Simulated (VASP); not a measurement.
# Zr (P6_3/mmc) in VASP: further runs, part 2 of 3

VASP 6.6.1. The steps go on from the part before.

## 3. Electric field gradients, LDA (23.05 Å³/atom)

Contents of INCAR:

```
ALGO = Normal
EDIFF = 1E-8
ENCUT = 520
GGA = CA
ISIF = 2
ISMEAR = -1
LASPH = T
LCHARG = F
LEFG = T
LREAL = F
LWAVE = F
NBANDS = 19
NELM = 80
PREC = Accurate
SIGMA = 0.03
```

Contents of KPOINTS:

```
k-points
0
Gamma
  13 13 7
```

Contents of POSCAR:

```
Zr
1.0
    3.2211887832      0.0000000000      0.0000000000
   -1.6105943915      2.7896313165      0.0000000000
    0.0000000000      0.0000000000      5.1297858246
Zr
2
Direct
    0.3333333333      0.6666666667      0.2500000000
    0.6666666667      0.3333333333      0.7500000000
```

Potentials or basis: VASP PAW LDA potentials, release 64 (Zr_sv).

The run is started by

```console
cat potpaw_LDA.64/Zr_sv/POTCAR > POTCAR
mpirun -np 1 vasp_std > vasp.out
```

OUTCAR:

```text
EDIFF = 1E-8
   ENCUT = 520
   GGA = CA
   ISIF = 2
   ISMEAR = -1
   LASPH = T
   LREAL = F
   NELM = 80
   PREC = Accurate

 ion  position               nearest neighbor table
   1  0.333  0.667  0.250-   2 3.17   2 3.17   2 3.17   2 3.17   2 3.17   2 3.17
   2  0.667  0.333  0.750-   1 3.17   1 3.17   1 3.17   1 3.17   1 3.17   1 3.17

  LATTYP: Found a hexagonal cell.
 ALAT       =     3.2211887832
 C/A-ratio  =     1.5925132520

  Lattice vectors:

 A1 = (   3.2211887832,   0.0000000000,   0.0000000000)
 A2 = (  -1.6105943915,   2.7896313165,   0.0000000000)
 A3 = (   0.0000000000,   0.0000000000,   5.1297858246)

Analysis of symmetry for initial positions (statically):
=====================================================================
 Subroutine PRICEL returns:
 Original cell was already a primitive cell.

 Routine SETGRP: Setting up the symmetry group for a
 hexagonal supercell.

 Subroutine GETGRP returns: Found 24 space group operations
 (whereof 12 operations were pure point group operations)
 out of a pool of 24 trial point group operations.

The static configuration has the point symmetry D_3d.
 The point group associated with its full space group is D_6h.

Analysis of symmetry for dynamics (positions and initial velocities):
=====================================================================
 Subroutine PRICEL returns:
 Original cell was already a primitive cell.

 Routine SETGRP: Setting up the symmetry group for a
 hexagonal supercell.

 Subroutine GETGRP returns: Found 24 space group operations
 (whereof 12 operations were pure point group operations)
 out of a pool of 24 trial point group operations.

[... 150 lines left out ...]

 val. band max:        8.9238023504   @ k =   0.2308   0.1538   0.4286
 cond. band min:       8.9278605169   @ k =   0.3846   0.1538   0.2857
 fundamental gap:      0.0040581665
 Fermi energy:         8.9238740515

 k-point     1 :       0.0000    0.0000    0.0000
  band No.  band energies     occupation
      1     -39.6362      2.00000
      2     -39.4707      2.00000
      3     -18.3332      2.00000
      4     -17.4192      2.00000
      5     -17.4192      2.00000
      6     -17.2741      2.00000
[... 505 lines left out ...]
      6     -17.4616      2.00000
[... 11 lines left out ...]
     18      11.1843      0.00000
     19      13.6810      0.00000

 [... further k-points ...]
[... 5 lines left out ...]
  --------------------------------------------------------------------------------------
  -------------------------------------------------------------------------------------
  Total       -1.5725220     -1.5725220     -1.3211203     -0.0000000     -0.0000000      0.0000000
  in kB      -54.6569110    -54.6569110    -45.9188205     -0.0000000     -0.0000000      0.0000000
  external PRESSURE =     -51.7442142 kB  Pullay stress =       0.0000000 kB

 VOLUME and BASIS-vectors are now :
 -----------------------------------------------------------------------------
  energy-cutoff  :      520.00
  volume of cell :       46.10
      direct lattice vectors                 reciprocal lattice vectors
     3.221188783  0.000000000  0.000000000     0.310444394  0.179235154  0.000000000
    -1.610594392  2.789631316  0.000000000     0.000000000  0.358470309  0.000000000
     0.000000000  0.000000000  5.129785825     0.000000000  0.000000000  0.194939913

 POSITION                                       TOTAL-FORCE (eV/Angst)
 -----------------------------------------------------------------------------------
     -0.00000      1.85975      1.28245         0.000000      0.000000      0.000000
      1.61059      0.92988      3.84734        -0.000000     -0.000000      0.000000
 -----------------------------------------------------------------------------------
    total drift:                                0.000000     -0.000000      0.000000

  FREE ENERGIE OF THE ION-ELECTRON SYSTEM (eV)
  ---------------------------------------------------
  free  energy   TOTEN  =       -18.5435233745 eV

  energy  without entropy=      -18.5359501752  energy(sigma->0) =      -18.53973677

 Electric field gradients (V/A^2)
---------------------------------------------------------------------
 ion       V_xx      V_yy      V_zz      V_xy      V_xz      V_yz
---------------------------------------------------------------------
   1     -21.283   -21.283    42.565     0.000    -0.000     0.000
   2     -21.283   -21.283    42.565     0.000     0.000    -0.000
---------------------------------------------------------------------

 Electric field gradients after diagonalization (V/A^2)
 (convention: |V_zz| > |V_xx| > |V_yy|)
----------------------------------------------------------------------
 ion       V_xx      V_yy      V_zz     asymmetry (V_yy - V_xx)/ V_zz
----------------------------------------------------------------------
   1     -21.283   -21.283    42.565       0.000
   2     -21.283   -21.283    42.565       0.000
----------------------------------------------------------------------

           NMR quadrupolar parameters

 Cq : quadrupolar parameter    Cq=e*Q*V_zz/h
 eta: asymmetry parameters     (V_yy - V_xx)/ V_zz
 Q  : nuclear electric quadrupole moment in mb (millibarn)
----------------------------------------------------------------------
 ion       Cq(MHz)       eta       Q (mb)
----------------------------------------------------------------------
   1       0.103       0.000       1.000
   2       0.103       0.000       1.000
----------------------------------------------------------------------
```

It took 35 s on 1 thread of Intel Xeon Platinum 8488C (Sapphire Rapids), shared host; peak memory 0.18 GiB.

Results:

| Property | Result |
| --- | --- |
| Free energy | -18.5435 eV |
| Pressure | -5.2 GPa |
| Band gap on the k mesh | zero (bands 12 and 13 overlap by 1.13 eV) |
| Largest electric field gradient by atom | Zr +42.6 V/Å² |

Stress tensor (GPa, compression positive):
```
-5.47  0.00  0.00
 0.00 -5.47  0.00
 0.00  0.00 -4.59
```

Electric field gradients, principal values (V/Å²):
| atom | least | middle | greatest (by size) |
| --- | --- | --- | --- |
| 1 Zr | -21.283 | -21.283 | 42.565 |
| 2 Zr | -21.283 | -21.283 | 42.565 |

Caveat: the cell stands under tension; without QUAD_EFG the Cq values of the log hold for a quadrupole moment of 1 mb, not for the nuclei.

## 4. Electric field gradients, LDA

This run uses another cell than the first one, of 23.28 Å³/atom.

Contents of INCAR:

```
SYSTEM = Zr
PREC     = Accurate       ! precision mode
ENCUT    = 520            ! plane-wave cutoff, eV
EDIFF    = 1E-8           ! SCF threshold, eV
ISMEAR   = -1             ! smearing method
SIGMA    = 0.03           ! smearing width, eV
LREAL    = .FALSE.        ! projectors in reciprocal space
LASPH    = .TRUE.         ! aspherical terms in the spheres
NELM     = 80             ! most SCF steps
ALGO     = Normal         ! electronic algorithm
ISIF     = 2              ! what is computed and relaxed
LWAVE    = .FALSE.        ! write WAVECAR
LCHARG   = .FALSE.        ! write CHGCAR
LEFG     = .TRUE.       
NBANDS   = 19             ! bands
```

Contents of KPOINTS:

```
regular mesh
0
G
  13 13 7
  0 0 0
```

Contents of POSCAR:

```
Zr
1.0
    3.2319982225      0.0000000000      0.0000000000
   -1.6159991112      2.7989925656      0.0000000000
    0.0000000000      0.0000000000      5.1470000000
Zr
2
Direct
    0.3333333333      0.6666666667      0.2500000000
    0.6666666667      0.3333333333      0.7500000000
```

Potentials or basis: VASP PAW LDA potentials, release 64 (Zr_sv).

The run is started by

```console
cat potpaw_LDA.64/Zr_sv/POTCAR > POTCAR
mpirun -np 1 vasp_std > vasp.out
```

OUTCAR:

```text
SYSTEM = Zr
   PREC = Accurate
   ENCUT = 520
   EDIFF = 1E-8
   ISMEAR = -1
   LREAL = .FALSE.
   LASPH = .TRUE.
   NELM = 80
   ISIF = 2

 ion  position               nearest neighbor table
   1  0.333  0.667  0.250-   2 3.18   2 3.18   2 3.18   2 3.18   2 3.18   2 3.18
   2  0.667  0.333  0.750-   1 3.18   1 3.18   1 3.18   1 3.18   1 3.18   1 3.18

  LATTYP: Found a hexagonal cell.
 ALAT       =     3.2319982225
 C/A-ratio  =     1.5925132521

  Lattice vectors:

 A1 = (   3.2319982225,   0.0000000000,   0.0000000000)
 A2 = (  -1.6159991112,   2.7989925656,   0.0000000000)
 A3 = (   0.0000000000,   0.0000000000,   5.1470000000)

Analysis of symmetry for initial positions (statically):
=====================================================================
 Subroutine PRICEL returns:
 Original cell was already a primitive cell.

 Routine SETGRP: Setting up the symmetry group for a
 hexagonal supercell.

 Subroutine GETGRP returns: Found 24 space group operations
 (whereof 12 operations were pure point group operations)
 out of a pool of 24 trial point group operations.

The static configuration has the point symmetry D_3d.
 The point group associated with its full space group is D_6h.

Analysis of symmetry for dynamics (positions and initial velocities):
=====================================================================
 Subroutine PRICEL returns:
 Original cell was already a primitive cell.

 Routine SETGRP: Setting up the symmetry group for a
 hexagonal supercell.

 Subroutine GETGRP returns: Found 24 space group operations
 (whereof 12 operations were pure point group operations)
 out of a pool of 24 trial point group operations.

[... 157 lines left out ...]
      1     -39.7678      2.00000
      2     -39.6090      2.00000
      3     -18.4465      2.00000
      4     -17.5606      2.00000
      5     -17.5606      2.00000
      6     -17.4207      2.00000
[... 505 lines left out ...]
      6     -17.6017      2.00000
[... 11 lines left out ...]
     18      11.0497      0.00000
     19      13.5127      0.00000

 [... further k-points ...]

------------------------ aborting loop because EDIFF is reached ----------------------------------------

  FORCE on cell =-STRESS in cart. coord.  units (eV):
  Direction    XX          YY          ZZ          XY          YZ          ZX
  --------------------------------------------------------------------------------------
  -------------------------------------------------------------------------------------
  Total       -1.8307800     -1.8307800     -1.5923255     -0.0000000      0.0000000      0.0000000
  in kB      -62.9969788    -62.9969788    -54.7917793     -0.0000000      0.0000000      0.0000000
  external PRESSURE =     -60.2619123 kB  Pullay stress =       0.0000000 kB

 VOLUME and BASIS-vectors are now :
 -----------------------------------------------------------------------------
  energy-cutoff  :      520.00
  volume of cell :       46.56
      direct lattice vectors                 reciprocal lattice vectors
     3.231998223  0.000000000  0.000000000     0.309406111  0.178635701  0.000000000
    -1.615999111  2.798992566  0.000000000     0.000000000  0.357271403  0.000000000
     0.000000000  0.000000000  5.147000000     0.000000000  0.000000000  0.194287935

 POSITION                                       TOTAL-FORCE (eV/Angst)
 -----------------------------------------------------------------------------------
     -0.00000      1.86600      1.28675         0.000000     -0.000000      0.000000
      1.61600      0.93300      3.86025        -0.000000      0.000000      0.000000
 -----------------------------------------------------------------------------------
    total drift:                               -0.000000      0.000000     -0.000000

  FREE ENERGIE OF THE ION-ELECTRON SYSTEM (eV)
  ---------------------------------------------------
  free  energy   TOTEN  =       -18.5274229808 eV

  energy  without entropy=      -18.5198561084  energy(sigma->0) =      -18.52363954

 Electric field gradients (V/A^2)
---------------------------------------------------------------------
 ion       V_xx      V_yy      V_zz      V_xy      V_xz      V_yz
---------------------------------------------------------------------
   1     -20.561   -20.561    41.122     0.000     0.000    -0.000
   2     -20.561   -20.561    41.122     0.000    -0.000     0.000
---------------------------------------------------------------------

 Electric field gradients after diagonalization (V/A^2)
 (convention: |V_zz| > |V_xx| > |V_yy|)
----------------------------------------------------------------------
 ion       V_xx      V_yy      V_zz     asymmetry (V_yy - V_xx)/ V_zz
----------------------------------------------------------------------
   1     -20.561   -20.561    41.122       0.000
   2     -20.561   -20.561    41.122       0.000
----------------------------------------------------------------------

           NMR quadrupolar parameters

 Cq : quadrupolar parameter    Cq=e*Q*V_zz/h
 eta: asymmetry parameters     (V_yy - V_xx)/ V_zz
 Q  : nuclear electric quadrupole moment in mb (millibarn)
----------------------------------------------------------------------
 ion       Cq(MHz)       eta       Q (mb)
----------------------------------------------------------------------
   1       0.099       0.000       1.000
   2       0.099       0.000       1.000
----------------------------------------------------------------------
```

Run time: 34 s. Hardware: 1 thread of Intel Xeon Platinum 8488C (Sapphire Rapids), shared host; peak memory 0.18 GiB.

What came out:

* Free energy: -18.5274 eV
* Pressure: -6.0 GPa
* Band gap on the k mesh: zero (bands 12 and 13 overlap by 1.11 eV)
* Largest electric field gradient by atom: Zr +41.1 V/Å²

Levels at points of the mesh, in eV from the Fermi level:
```
           k point  band 10  band 11  band 12  band 13  band 14  band 15
(0.00, 0.00, 0.00)    -3.06     0.81     0.81     0.96     1.24     1.50
```

Electric field gradients, principal values (V/Å²):
| atom | least | middle | greatest (by size) |
| --- | --- | --- | --- |
| 1 Zr | -20.561 | -20.561 | 41.122 |
| 2 Zr | -20.561 | -20.561 | 41.122 |

Caveat: the cell stands under tension; without QUAD_EFG the Cq values of the log hold for a quadrupole moment of 1 mb, not for the nuclei.

[end of part 2 of 3]
